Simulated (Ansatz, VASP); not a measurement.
## Al2InN3 in VASP and in Ansatz

```
CELL_PARAMETERS angstrom
4.91730 -2.82761 0.00000
4.91730 2.82761 0.00000
0.00000 0.00000 5.24954
ATOMIC_POSITIONS crystal
Al 0.50843 0.83488 0.99175
Al 0.16512 0.49157 0.99175
Al 0.49157 0.16512 0.49175
Al 0.83488 0.50843 0.49175
In 0.82208 0.17792 0.98700
In 0.17792 0.82208 0.48700
N 0.53669 0.83362 0.35572
N 0.16638 0.46331 0.35572
N 0.46331 0.16638 0.85572
N 0.83362 0.53669 0.85572
N 0.79834 0.20166 0.40607
N 0.20166 0.79834 0.90607
```

Alike in both runs: functional PBE; k mesh 6 × 6 × 6; occupations gaussian, width 0.02 eV; no spin polarisation.

Ansatz relaxed the structure, and its values are those at the end. VASP's run is a single point on that final structure, the one shown.

|  | VASP | Ansatz |
| --- | --- | --- |
| version | VASP 6.6.1 | Ansatz 0.2.0 |
| potentials or method | VASP PAW PBE potentials, release 64 (Al, In_d, N), cutoff 520 eV | scalar-relativistic, plane waves, PAW |
| valence electrons in the cell | 68 | 68 |

|  | VASP | Ansatz | Ansatz less VASP |
| --- | --- | --- | --- |
| gap on the k mesh at the Fermi level (eV) | 2.16 | 2.16 | -0.001 |
| least direct gap on the mesh (eV) | 2.16 | 2.16 | -0.001 |
| pressure (GPa) | -0.1 | 0.0 | +0.09 |
| rms of the force components (eV/Å) | 0.013 | 0.001 | -0.0114 |

The functional is the same, so the differences come from potentials, cutoffs and numerics.
